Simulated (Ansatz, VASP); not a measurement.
# One calculation of Na, two programs

```
CELL_PARAMETERS angstrom
7.02334 0.00000 0.00000
0.00000 7.02334 0.00000
0.00000 0.00000 7.02334
ATOMIC_POSITIONS crystal
Na 0.00000 0.00000 0.00000
```

Alike in both runs: task single point; functional PBEsol; k mesh 5 × 5 × 5; no spin polarisation.

|  | VASP | Ansatz |
| --- | --- | --- |
| version | VASP 6.6.1 | Ansatz 0.2.0 |
| potentials or method | VASP PAW PBE potentials, release 64 (Na_pv), cutoff 520 eV | plane waves, PAW |
| occupations | fermi-dirac, width 0.1 eV | fermi-dirac |
| valence electrons in the cell | 7 | 9 |

```csv
,VASP,Ansatz,Ansatz less VASP
pressure (GPa),-0.1,-0.1,0.00
```

VASP's potentials were made for PBE, not for PBEsol. VASP's potentials hold 7 valence electrons a cell and Ansatz's 9, so a difference there can come from the potentials and not from the codes.
